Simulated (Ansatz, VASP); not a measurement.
Two plane-wave programs on CaSe

```
Ca Se
1.0
     0.00000    3.02574    3.02574
     3.02574    0.00000    3.02574
     3.02574    3.02574    0.00000
Ca Se
1 1
Direct
  0.00000 0.00000 0.00000
  0.50000 0.50000 0.50000
```

Alike in both runs: task single point; functional r2SCAN; k mesh 6 × 6 × 6; no spin polarisation.

|  | VASP | Ansatz |
| --- | --- | --- |
| version | VASP 6.6.1 | Ansatz 0.2.0 |
| potentials or method | VASP PAW PBE potentials, release 64 (Ca_sv, Se) | plane waves, PAW |
| plane-wave cutoff (eV) | 520 | 500 |
| occupations | gaussian, width 0.01 eV | fixed |
| valence electrons in the cell | 16 | 26 |

|  | VASP | Ansatz | Ansatz less VASP |
| --- | --- | --- | --- |
| gap on the k mesh at the Fermi level (eV) | 2.64 | 2.64 | -0.001 |
| pressure (GPa) | -2.5 | -2.7 | -0.19 |

VASP's potentials were made for PBE, not for r2SCAN. VASP's potentials hold 16 valence electrons a cell and Ansatz's 26, so a difference there can come from the potentials and not from the codes.
